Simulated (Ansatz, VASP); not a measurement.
# Ga: VASP beside Ansatz

```
Ga
1.0
    -1.69835    1.69835    1.69835
     1.69835   -1.69835    1.69835
     1.69835    1.69835   -1.69835
Ga
1
Direct
  0.00000 0.00000 0.00000
```

Alike in both runs: task relaxation of cell and atoms; functional RPBE; k mesh 13 × 13 × 13; occupations fermi-dirac, width 0.1 eV; no spin polarisation.

|  | VASP | Ansatz |
| --- | --- | --- |
| version | VASP 6.6.1 | Ansatz 0.2.0 |
| potentials or method | VASP PAW PBE potentials, release 64 (Ga_d), cutoff 600 eV | plane waves (420 eV) with PAW, scalar-relativistic |
| valence electrons in the cell | 13 | 13 |

Ansatz gave:

| Quantity | Value |
| --- | --- |
| relaxed volume (Å³/atom) | 19.92 |
| relaxed cell length with the largest relative difference (Å) | 2.958 |

Q: What did VASP give for the same quantities?

A: Relaxed volume (Å³/atom): 19.97; relaxed cell length with the largest relative difference (Å): 2.960.

VASP's potentials were made for PBE, not for RPBE.
